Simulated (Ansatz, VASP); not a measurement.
**Si: VASP beside Ansatz**

```
CELL_PARAMETERS angstrom
-3.22751 3.22751 1.89305
3.22751 -3.22751 1.89305
3.22751 3.22751 -1.89305
ATOMIC_POSITIONS crystal
Si 0.17875 0.17875 0.35751
Si 0.82125 0.82125 0.64249
Si 0.17875 0.82125 0.00000
Si 0.82125 0.17875 0.00000
```

Change from the starting cell: strain -0.030 along x and y, -0.015 along z, atoms carried along.

Alike in both runs: task single point; functional r2SCAN; k mesh 10 × 10 × 10; occupations gaussian, width 0.05 eV; no spin polarisation.

|  | VASP | Ansatz |
| --- | --- | --- |
| version | VASP 6.6.1 | Ansatz 0.2.0 |
| potentials or method | VASP PAW PBE potentials, release 64 (Si), cutoff 520 eV | scalar-relativistic, plane waves, PAW |
| valence electrons in the cell | 16 | 16 |

VASP gave:

- gap on the k mesh at the Fermi level (eV): 0.20
- least direct gap on the mesh (eV): 0.30
- pressure (GPa): 7.7
- traceless stress, the component that is largest in VASP (GPa): -2.03
- rms of the force components (eV/Å): 0.203

**Question.** Which values does Ansatz return?

**Answer.** gap on the k mesh at the Fermi level (eV): 0.19; least direct gap on the mesh (eV): 0.29; pressure (GPa): 7.9; traceless stress, the component that is largest in VASP (GPa): -1.98; rms of the force components (eV/Å): 0.204.

VASP's potentials were made for PBE, not for r2SCAN. Atom by atom the forces differ by 0.000 eV/Å (rms over components).
